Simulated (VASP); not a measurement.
# Sn3Te2 (P4/nmm) in VASP: single point with PBE

Aim: the single point of Sn3Te2 with PBE.

Program: VASP 6.6.1. These are calculated values, not measurements. Logs are shortened: lines on timing, memory, paths and dates and some standing lists are left out, and cuts for length are marked.

### Step 1. The cell of the first run

It takes space group P4/nmm (No. 129, tetragonal). The conventional cell has a = 4.557 Å, b = 4.557 Å, c = 15.139 Å, α = 90.00°, β = 90.00°, γ = 90.00°. Within 4.2 Å of Sn (site symmetry 4mm) lie 6 Te at 3.16 to 3.22 Å. Within 4.2 Å of Sn (site symmetry 4mm) lie 5 Te at 3.22 to 3.24 Å and 4 Sn at 3.58 Å. Sn (site symmetry -4m2) has 8 Sn at 3.22 to 3.58 Å and 4 Te at 3.61 Å within 4.2 Å. Within 4.2 Å of Te (site symmetry 4mm) lie 9 Sn at 3.19 to 3.61 Å. Te (site symmetry 4mm) has 6 Sn at 3.16 to 3.24 Å within 4.2 Å.

### Step 2. Single point, PBE

Contents of INCAR:

```
SYSTEM = Sn3Te2
PREC     = Accurate       ! precision mode
ENCUT    = 520            ! plane-wave cutoff, eV
EDIFF    = 1E-7           ! SCF threshold, eV
ISMEAR   = 0              ! smearing method
SIGMA    = 0.2            ! smearing width, eV
LREAL    = .False.        ! projectors in reciprocal space
LASPH    = .True.         ! aspherical terms in the spheres
NELM     = 100            ! most SCF steps
ALGO     = Fast           ! electronic algorithm
ISIF     = 2              ! what is computed and relaxed
LWAVE    = .False.        ! write WAVECAR
LCHARG   = .False.        ! write CHGCAR
GGA      = PE             ! functional
NBANDS   = 65             ! bands
```

Contents of KPOINTS:

```
regular mesh
0
Gamma
  6 6 2
  0 0 0
```

Contents of POSCAR:

```
Sn3Te2
1.0
    4.5569446570      0.0000000000      0.0000000000
    0.0000000000      4.5569446570      0.0000000000
    0.0000000000      0.0000000000     15.1387056282
Sn Te
6 4
Direct
    1.0000000000      0.5000000000      0.3955176794
    0.0000000000      0.5000000000      0.8179832131
    0.5000000000      0.0000000000      0.6044823206
    0.5000000000      1.0000000000      0.1820167869
    0.5000000000      0.5000000000      0.0000000000
    0.0000000000      1.0000000000      0.0000000000
    0.0000000000      0.5000000000      0.1846620380
    1.0000000000      0.5000000000      0.6039316573
    0.5000000000      1.0000000000      0.8153379620
    0.5000000000      1.0000000000      0.3960683427
```

Potentials or basis: VASP PAW PBE potentials, release 64 (Sn_d, Te).

Run with:

```console
> cat potpaw_PBE.64/Sn_d/POTCAR potpaw_PBE.64/Te/POTCAR > POTCAR
> mpirun -np 1 vasp_std > vasp.out
```

OUTCAR:

```text
SYSTEM = Sn3Te2
   PREC = Accurate
   ENCUT = 520
   EDIFF = 1E-7
   ISMEAR = 0
   LREAL = .False.
   LASPH = .True.
   NELM = 100
   ISIF = 2
   GGA = PE

 ion  position               nearest neighbor table
   1  0.000  0.500  0.396-   8 3.16   7 3.19  10 3.22  10 3.22  10 3.22  10 3.22
   2  0.000  0.500  0.818-   9 3.22   9 3.22   9 3.22   9 3.22   8 3.24   5 3.58   5 3.58   6 3.58
                             6 3.58
   3  0.500  0.000  0.604-  10 3.16   9 3.19   8 3.22   8 3.22   8 3.22   8 3.22
   4  0.500  0.000  0.182-   7 3.22   7 3.22   7 3.22   7 3.22  10 3.24   5 3.58   6 3.58   6 3.58
                             5 3.58
   5  0.500  0.500  0.000-   6 3.22   6 3.22   6 3.22   6 3.22   4 3.58   2 3.58   2 3.58   4 3.58
                             7 3.61   9 3.61   7 3.61   9 3.61
   6  0.000  0.000  0.000-   5 3.22   5 3.22   5 3.22   5 3.22   4 3.58   4 3.58   2 3.58   2 3.58
                             7 3.61   9 3.61   9 3.61   7 3.61
   7  0.000  0.500  0.185-   1 3.19   4 3.22   4 3.22   4 3.22   4 3.22   6 3.61   6 3.61   5 3.61
                             5 3.61
   8  0.000  0.500  0.604-   1 3.16   3 3.22   3 3.22   3 3.22   3 3.22   2 3.24
   9  0.500  0.000  0.815-   3 3.19   2 3.22   2 3.22   2 3.22   2 3.22   5 3.61   6 3.61   6 3.61
                             5 3.61
  10  0.500  0.000  0.396-   3 3.16   1 3.22   1 3.22   1 3.22   1 3.22   4 3.24

  LATTYP: Found a simple tetragonal cell.
 ALAT       =     4.5569446570
 C/A-ratio  =     3.3221175080

  Lattice vectors:

 A1 = (   4.5569446570,   0.0000000000,   0.0000000000)
 A2 = (   0.0000000000,   4.5569446570,   0.0000000000)
 A3 = (   0.0000000000,   0.0000000000,  15.1387056282)

Analysis of symmetry for initial positions (statically):
=====================================================================
 Subroutine PRICEL returns:
 Original cell was already a primitive cell.

 Routine SETGRP: Setting up the symmetry group for a
 simple tetragonal supercell.

 Subroutine GETGRP returns: Found 16 space group operations
 (whereof  8 operations were pure point group operations)
 out of a pool of 16 trial point group operations.

The static configuration has the point symmetry D_2d.
 The point group associated with its full space group is D_4h.

Analysis of symmetry for dynamics (positions and initial velocities):
=====================================================================
 Subroutine PRICEL returns:
 Original cell was already a primitive cell.

 Routine SETGRP: Setting up the symmetry group for a
 simple tetragonal supercell.

[... 127 lines left out ...]
   NELECT =     108.0000    total number of electrons
   NUPDOWN=      -1.0000    fix difference up-down
   EMIN   =  10.00;   EMAX   =-10.00  energy-range for DOS
   EFERMI =   0.00;   METHOD = LEGACY
   ISMEAR =     0;   SIGMA  =   0.20  broadening in eV -4-tet -1-fermi 0-gaus
   EFERMI_NEDOS =   21; number of points for ismear=-14 and -15
   IALGO  =     68    algorithm
   IMIX   =      4    mixing-type and parameters
     AMIX     =   0.40;   BMIX     =  1.00
     AMIX_MAG =   1.60;   BMIX_MAG =  1.00
  volume/ion in A,a.u.               =      31.44       212.14
  Fermi-wavevector in a.u.,A,eV,Ry     =   1.146579  2.166720 17.886811  1.314643
  Thomas-Fermi vector in A             =   2.283263
   LORBIT       =      0    0 simple, 1 ext, 2 COOP (PROOUT), +10 PAW based schemes
   GGA     = PE    functional components
   LHFCALC =     F    Hartree Fock is set to
   AEXX    =    0.0000 exact exchange contribution
   IVDW    =     0    specifies the selected vdW correction
   LEPSILON=     F    determine dielectric tensor
   LRPA    =     F    only Hartree local field effects (RPA)
 non-spin polarized calculation
 RMM-DIIS sequential band-by-band and
 Gauss-broadening in eV      SIGMA  =   0.20
  energy-cutoff  :      520.00
  volume of cell :      314.37
 maximum number of plane-waves:      8501
 NGX is ok and might be reduce to    36
   NGX = 17   NGY = 17   NGZ = 57

 number of electron     108.0000073 magnetization

 Free energy of the ion-electron system (eV)
  ---------------------------------------------------
  ext. energy  EPLUGINS =         0.00000000
  ---------------------------------------------------
  free energy    TOTEN  =       -36.97408803 eV

  energy without entropy =      -36.88909447  energy(sigma->0) =      -36.93159125

 E-fermi :   6.7690     XC(G=0):  -9.5339

 val. band max:        6.7636418552   @ k =   0.3333   0.1667   0.0000
 cond. band min:       6.8206974601   @ k =   0.3333   0.0000   0.5000
 fundamental gap:      0.0570556050
 Fermi energy:         6.7689736285

 k-point     1 :       0.0000    0.0000    0.0000
  band No.  band energies     occupation
      1     -15.1068      2.00000
      2     -15.1064      2.00000
      3     -15.1052      2.00000
      4     -15.1043      2.00000
      5     -15.1021      2.00000
      6     -15.0950      2.00000
[... 1349 lines left out ...]
     64      11.0413      0.00000
     65      11.6100      0.00000

------------------------ aborting loop because EDIFF is reached ----------------------------------------

  FORCE on cell =-STRESS in cart. coord.  units (eV):
  Direction    XX          YY          ZZ          XY          YZ          ZX
  --------------------------------------------------------------------------------------
  -------------------------------------------------------------------------------------
  Total       -0.3067101     -0.3067101      0.3172693      0.0000000      0.0000000     -0.0000000
  in kB       -1.5631564     -1.5631564      1.6169716      0.0000000      0.0000000     -0.0000000
  external PRESSURE =      -0.5031138 kB  Pullay stress =       0.0000000 kB

 VOLUME and BASIS-vectors are now :
 -----------------------------------------------------------------------------
  energy-cutoff  :      520.00
  volume of cell :      314.37
      direct lattice vectors                 reciprocal lattice vectors
     4.556944657  0.000000000  0.000000000     0.219445281  0.000000000  0.000000000
     0.000000000  4.556944657  0.000000000     0.000000000  0.219445281  0.000000000
     0.000000000  0.000000000 15.138705628     0.000000000  0.000000000  0.066055845

 POSITION                                       TOTAL-FORCE (eV/Angst)
 -----------------------------------------------------------------------------------
      0.00000      2.27847      5.98763         0.000000     -0.000000     -0.002991
      0.00000      2.27847     12.38321         0.000000     -0.000000     -0.011300
      2.27847      0.00000      9.15108        -0.000000     -0.000000      0.002991
      2.27847      0.00000      2.75550        -0.000000     -0.000000      0.011300
      2.27847      2.27847      0.00000        -0.000000      0.000000      0.000000
      0.00000      0.00000      0.00000         0.000000     -0.000000      0.000000
      0.00000      2.27847      2.79554         0.000000      0.000000      0.067906
      0.00000      2.27847      9.14274         0.000000     -0.000000      0.018494
      2.27847      0.00000     12.34316         0.000000      0.000000     -0.067906
      2.27847      0.00000      5.99596         0.000000     -0.000000     -0.018494
 -----------------------------------------------------------------------------------
    total drift:                                0.000000      0.000000      0.000000

  FREE ENERGIE OF THE ION-ELECTRON SYSTEM (eV)
  ---------------------------------------------------
  free  energy   TOTEN  =       -36.9740880326 eV

  energy  without entropy=      -36.8890944673  energy(sigma->0) =      -36.93159125
```

Wall time 6.1 min (1 thread of Intel Xeon 6975P-C (Granite Rapids), shared host); peak memory 0.57 GiB.

What came out:

```yaml
Free_energy: -36.9741 eV
Pressure: -0.1 GPa
Largest_force: 0.068 eV/Å
Band_gap_on_the_k_mesh: zero (bands 54 and 55 overlap by 0.47 eV)
```

Forces on the atoms (eV/Å):
```
Sn   0.000  0.000 -0.003
Sn   0.000  0.000 -0.011
Sn   0.000  0.000  0.003
Sn   0.000  0.000  0.011
Sn   0.000  0.000  0.000
Sn   0.000  0.000  0.000
Te   0.000  0.000  0.068
Te   0.000  0.000  0.018
Te   0.000  0.000 -0.068
Te   0.000  0.000 -0.018
```

Stress tensor (GPa, compression positive):
```
-0.16  0.00  0.00
 0.00 -0.16  0.00
 0.00  0.00  0.16
```

Caveat: semilocal functionals underestimate gaps, so a narrow gap can read as zero; spin-orbit coupling is left out, which moves the levels of the heavy elements.
